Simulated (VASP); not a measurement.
# Y3Si2F (P-6m2) in VASP: further runs, part 2 of 2

VASP 6.6.1.

### Step 5. Single point, PBE

This run uses another cell than the first one, of 32.51 Å³/atom, 1.589 times its volume.

File INCAR:

```
PREC = Accurate ; ENCUT = 520
EDIFF = 1E-6 ; ISMEAR = 0
SIGMA = 0.1 ; LREAL = False
LASPH = True ; NELM = 100
ALGO = Normal ; ISIF = 2
LWAVE = False ; LCHARG = False
GGA = PE ; NBANDS = 33
```

File KPOINTS:

```
regular mesh
0
Gamma
  12 12 4
```

File POSCAR:

```
Y3Si2F
1.0
    4.8977414495      0.0000000000      0.0000000000
   -2.4488707247      4.2415685164      0.0000000000
    0.0000000000      0.0000000000      9.3886838988
Y Si F
3 2 1
Direct
    0.6666666667      0.3333333333      0.0000000000
    0.3333333333      0.6666666667      0.7750993226
    0.3333333333      0.6666666667      0.2249006774
    0.6666666667      0.3333333333      0.7088746435
    0.6666666667      0.3333333333      0.2911253565
    0.6666666667      0.3333333333      0.5000000000
```

Potentials or basis: VASP PAW PBE potentials, release 64 (Y_sv, Si, F).

On the command line:

```
cat potpaw_PBE.64/Y_sv/POTCAR potpaw_PBE.64/Si/POTCAR potpaw_PBE.64/F/POTCAR > POTCAR
mpirun -np 1 vasp_std > vasp.out
```

OUTCAR:

```text
PREC = Accurate
   ENCUT = 520
   EDIFF = 1E-6
   ISMEAR = 0
   LREAL = False
   LASPH = True
   NELM = 100
   ISIF = 2
   GGA = PE

 ion  position               nearest neighbor table
   1  0.667  0.333  0.000-   4 2.73   5 2.73   2 3.53   3 3.53   2 3.53   3 3.53   2 3.53   3 3.53

   2  0.333  0.667  0.775-   4 2.90   4 2.90   4 2.90   1 3.53   1 3.53   1 3.53   3 4.22
   3  0.333  0.667  0.225-   5 2.90   5 2.90   5 2.90   1 3.53   1 3.53   1 3.53   2 4.22
   4  0.667  0.333  0.709-   6 1.96   1 2.73   2 2.90   2 2.90   2 2.90
   5  0.667  0.333  0.291-   6 1.96   1 2.73   3 2.90   3 2.90   3 2.90
   6  0.667  0.333  0.500-   4 1.96   5 1.96

  LATTYP: Found a hexagonal cell.
 ALAT       =     4.8977414495
 C/A-ratio  =     1.9169415118

  Lattice vectors:

 A1 = (   4.8977414495,   0.0000000000,   0.0000000000)
 A2 = (  -2.4488707247,   4.2415685164,   0.0000000000)
 A3 = (   0.0000000000,   0.0000000000,   9.3886838988)

Analysis of symmetry for initial positions (statically):
=====================================================================
 Subroutine PRICEL returns:
 Original cell was already a primitive cell.

 Routine SETGRP: Setting up the symmetry group for a
 hexagonal supercell.

 Subroutine GETGRP returns: Found 12 space group operations
 (whereof 12 operations were pure point group operations)
 out of a pool of 24 trial point group operations.

The static configuration has the point symmetry D_3h.

Analysis of symmetry for dynamics (positions and initial velocities):
=====================================================================
 Subroutine PRICEL returns:
 Original cell was already a primitive cell.

 Routine SETGRP: Setting up the symmetry group for a
 hexagonal supercell.

 Subroutine GETGRP returns: Found 12 space group operations
 (whereof 12 operations were pure point group operations)
 out of a pool of 24 trial point group operations.

[... 129 lines left out ...]
  volume/ion in A,a.u.               =      32.51       219.37
  Fermi-wavevector in a.u.,A,eV,Ry     =   1.025919  1.938705 14.320253  1.052509
  Thomas-Fermi vector in A             =   2.159784
   LORBIT       =      0    0 simple, 1 ext, 2 COOP (PROOUT), +10 PAW based schemes
   GGA     = PE    functional components
   LHFCALC =     F    Hartree Fock is set to
   AEXX    =    0.0000 exact exchange contribution
   IVDW    =     0    specifies the selected vdW correction
   LEPSILON=     F    determine dielectric tensor
   LRPA    =     F    only Hartree local field effects (RPA)
 non-spin polarized calculation
 Gauss-broadening in eV      SIGMA  =   0.10
  energy-cutoff  :      520.00
  volume of cell :      195.04
 maximum number of plane-waves:      5285
   NGX = 19   NGY = 19   NGZ = 35

 number of electron      48.0000009 magnetization

 Free energy of the ion-electron system (eV)
  ---------------------------------------------------
  ext. energy  EPLUGINS =         0.00000000
  ---------------------------------------------------
  free energy    TOTEN  =       -33.37388710 eV

  energy without entropy =      -33.36577466  energy(sigma->0) =      -33.36983088

 E-fermi :   1.9999     XC(G=0):  -8.0426

 val. band max:        1.9993396022   @ k =   0.3333   0.3333   0.2500
 cond. band min:       2.0419746339   @ k =   0.3333   0.3333   0.0000
 fundamental gap:      0.0426350318
 Fermi energy:         1.9999176186

 k-point     1 :       0.0000    0.0000    0.0000
  band No.  band energies     occupation
      1     -41.0085      2.00000
      2     -40.9745      2.00000
      3     -40.9524      2.00000
      4     -23.1487      2.00000
      5     -21.1412      2.00000
      6     -21.0918      2.00000
[... 853 lines left out ...]
     32       4.3556      0.00000
     33       4.5889      0.00000

 [... further k-points ...]

------------------------ aborting loop because EDIFF is reached ----------------------------------------

  FORCE on cell =-STRESS in cart. coord.  units (eV):
  Direction    XX          YY          ZZ          XY          YZ          ZX
  --------------------------------------------------------------------------------------
  -------------------------------------------------------------------------------------
  Total       -0.0718332     -0.0718332     -0.0455570     -0.0000000      0.0000000      0.0000000
  in kB       -0.5900767     -0.5900767     -0.3742297     -0.0000000      0.0000000      0.0000000
  external PRESSURE =      -0.5181277 kB  Pullay stress =       0.0000000 kB

 VOLUME and BASIS-vectors are now :
 -----------------------------------------------------------------------------
  energy-cutoff  :      520.00
  volume of cell :      195.04
      direct lattice vectors                 reciprocal lattice vectors
     4.897741449  0.000000000  0.000000000     0.204175743  0.117880920  0.000000000
    -2.448870725  4.241568516  0.000000000     0.000000000  0.235761840  0.000000000
     0.000000000  0.000000000  9.388683899     0.000000000  0.000000000  0.106511201

 POSITION                                       TOTAL-FORCE (eV/Angst)
 -----------------------------------------------------------------------------------
      2.44887      1.41386      0.00000         0.000000     -0.000000      0.000000
     -0.00000      2.82771      7.27716        -0.000000     -0.000000      0.005264
     -0.00000      2.82771      2.11152        -0.000000     -0.000000     -0.005264
      2.44887      1.41386      6.65540         0.000000     -0.000000      0.032101
      2.44887      1.41386      2.73328         0.000000     -0.000000     -0.032101
      2.44887      1.41386      4.69434        -0.000000      0.000000      0.000000
 -----------------------------------------------------------------------------------
    total drift:                               -0.000000      0.000000      0.000000

  FREE ENERGIE OF THE ION-ELECTRON SYSTEM (eV)
  ---------------------------------------------------
  free  energy   TOTEN  =       -33.3738870973 eV

  energy  without entropy=      -33.3657746625  energy(sigma->0) =      -33.36983088
```

OSZICAR:

```text
N       E                     dE             d eps       ncg     rms          rms(c)
DAV:   1     0.274418203607E+03    0.27442E+03   -0.22279E+04  3794   0.131E+03
DAV:   2    -0.735787998963E+01   -0.28178E+03   -0.26891E+03  4543   0.317E+02
DAV:   3    -0.338311977957E+02   -0.26473E+02   -0.25686E+02  5743   0.693E+01
DAV:   4    -0.367013521912E+02   -0.28702E+01   -0.28548E+01  6356   0.185E+01
DAV:   5    -0.367625388377E+02   -0.61187E-01   -0.61161E-01  5258   0.296E+00    0.393E+01
DAV:   6    -0.337175459189E+02    0.30450E+01   -0.99404E+00  4387   0.116E+01    0.280E+01
DAV:   7    -0.334400954285E+02    0.27745E+00   -0.31684E+00  5534   0.848E+00    0.853E+00
DAV:   8    -0.333866478140E+02    0.53448E-01   -0.58891E-01  5410   0.349E+00    0.195E+00
DAV:   9    -0.333732132686E+02    0.13435E-01   -0.11984E-01  4862   0.167E+00    0.824E-01
DAV:  10    -0.333731526641E+02    0.60605E-04   -0.20677E-02  5394   0.835E-01    0.349E-01
DAV:  11    -0.333733340275E+02   -0.18136E-03   -0.33226E-03  5216   0.307E-01    0.110E-01
DAV:  12    -0.333736351591E+02   -0.30113E-03   -0.68456E-04  4947   0.117E-01    0.574E-02
DAV:  13    -0.333738231818E+02   -0.18802E-03   -0.23969E-04  4323   0.722E-02    0.209E-02
DAV:  14    -0.333738687345E+02   -0.45553E-04   -0.61493E-05  4892   0.280E-02    0.138E-02
DAV:  15    -0.333738845651E+02   -0.15831E-04   -0.23432E-05  3883   0.175E-02    0.437E-03
DAV:  16    -0.333738866056E+02   -0.20405E-05   -0.33284E-06  4468   0.646E-03    0.277E-03
DAV:  17    -0.333738870973E+02   -0.49164E-06   -0.59518E-07  3378   0.377E-03
   1 F= -.33373887E+02 E0= -.33369831E+02  d E =-.811243E-02
```

stdout:

```text
POSCAR found type information on POSCAR Y SiF
 POSCAR found :  3 types and       6 ions
 scaLAPACK will be used
 LDA part: xc-table for (Slater+PW92), standard interpolation
 POSCAR, INCAR and KPOINTS ok, starting setup
 FFT: planning ... GRIDC
 FFT: planning ... GRID_SOFT
 FFT: planning ... GRID
 WAVECAR not read
 entering main loop
```

Run time: 7 min. Hardware: 1 thread of Intel Xeon 6975P-C, shared host; peak memory 0.52 GiB.

What came out:

```yaml
Free_energy: -33.3739 eV
Pressure: -0.1 GPa
Largest_force: 0.032 eV/Å
Band_gap_on_the_k_mesh: zero (band 24 reaches 1.99 eV, above the bottom of band 25 at 1.96 eV)
```

Forces on the atoms (eV/Å):
```
Y    0.000  0.000  0.000
Y    0.000  0.000  0.005
Y    0.000  0.000 -0.005
Si   0.000  0.000  0.032
Si   0.000  0.000 -0.032
F    0.000  0.000  0.000
```

### Step 6. The runs side by side

```tsv
task	cell	k mesh	cutoff (eV)	gap on the mesh (eV)	pressure (GPa)	largest force (eV/Å)
single point	a = 4.067, b = 4.067, c = 8.570 Å, angles 90.0, 90.0, 120.0°, 6 atoms	6 × 6 × 2	520	none	38.2	4.10
single point	a = 4.911, b = 4.911, c = 9.354 Å, angles 90.0, 90.0, 120.0°, 6 atoms	6 × 6 × 2	520	none	-0.1	0.02
relaxation of cell and atoms	relaxed from a = 4.067, b = 4.067, c = 8.570 Å, angles 90.0, 90.0, 120.0°, 6 atoms	6 × 6 × 2	600	none	0.0	0.01
single point	a = 4.898, b = 4.898, c = 9.389 Å, angles 90.0, 90.0, 120.0°, 6 atoms	12 × 12 × 4	520	none	-0.1	0.03
```

Alike in all rows: level PBE; potentials or basis VASP PAW PBE potentials, release 64 (Y_sv, Si, F); no spin polarisation; smearing gaussian 0.1 eV.

Caveats: some runs use coarse meshes; forces of over 1 eV/Å act on the atoms, so gaps and moduli don't describe the material at rest (some runs).

Absolute energies hang on the potentials; compare differences alone.
